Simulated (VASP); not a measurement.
MgCd3O:

```
Mg Cd O
1.0
     4.39977    0.00000    0.00000
     0.00000    4.39977    0.00000
     0.00000    0.00000    5.24054
Mg Cd O
1 3 1
Direct
  0.00000 0.00000 0.03972
  0.50000 0.50000 0.08695
  0.00000 0.50000 0.48495
  0.50000 0.00000 0.48495
  0.50000 0.50000 0.67132
```

The cell was generated, and may not be a known phase.

* Program: VASP 6.6.1
* Task: relaxation of cell and atoms
* Functional: PBE
* Potentials or basis: VASP PAW PBE potentials, release 64 (Mg, Cd, O)
* Cutoff: 600 eV
* k mesh: 8 × 8 × 8
* Occupations: gaussian, width 0.1 eV
* Spin: no spin polarisation

At the start: pressure 0.6 GPa; volume 20.29 Å³/atom.

How do energy, volume and symmetry change on relaxing?

Over 22 steps the energy falls by 5.8 meV/atom and the volume is 20.52 Å³/atom (+1.1 %); space group P4mm (No. 99, to 0.1 Å) before and after.

The path:
| step | energy change (eV) | largest force (eV/Å) | pressure (GPa) | volume (Å³) |
| --- | --- | --- | --- | --- |
| 1 | 0.0000 | 0.1565 | 0.56 | 101.45 |
| 2 | -0.0147 | 0.1439 | -0.10 | 102.49 |
| 3 | -0.0176 | 0.2530 | -0.60 | 103.36 |
| 4 | -0.0254 | 0.1718 | -0.17 | 102.63 |
| 5 | -0.0271 | 0.1356 | 0.15 | 102.12 |
| 6 | -0.0286 | 0.0306 | 0.01 | 102.41 |
| 7 | -0.0286 | 0.0190 | -0.01 | 102.48 |
| 8 | -0.0287 | 0.0175 | -0.01 | 102.46 |
| 9 | -0.0289 | 0.0141 | 0.01 | 102.43 |
| 10 | -0.0289 | 0.0127 | 0.01 | 102.42 |
| 11 | -0.0289 | 0.0120 | -0.01 | 102.47 |
| 12 | -0.0289 | 0.0141 | -0.04 | 102.54 |
| 13 | -0.0289 | 0.0273 | -0.10 | 102.68 |
| 14 | -0.0289 | 0.0197 | -0.07 | 102.60 |
| 15 | -0.0290 | 0.0196 | -0.06 | 102.60 |
| 16 | -0.0290 | 0.0194 | -0.06 | 102.60 |
| 17 | -0.0290 | 0.0189 | -0.04 | 102.59 |
| 18 | -0.0291 | 0.0172 | -0.02 | 102.58 |
| 19 | -0.0291 | 0.0146 | 0.03 | 102.57 |
| 20 | -0.0291 | 0.0151 | 0.01 | 102.57 |
| 21 | -0.0291 | 0.0100 | 0.01 | 102.59 |
| 22 | -0.0291 | 0.0051 | 0.01 | 102.61 |

Final structure:
```xyz
5
Lattice="4.3393 0.0000 0.0000 0.0000 4.3393 0.0000 0.0000 0.0000 5.4493" Properties=species:S:1:pos:R:3 pbc="T T T"
Mg    0.0000    0.0000    0.2305
Cd    2.1696    2.1696    0.4314
Cd    0.0000    2.1696    2.6577
Cd    2.1696    0.0000    2.6577
O     2.1696    2.1696    3.6564
```
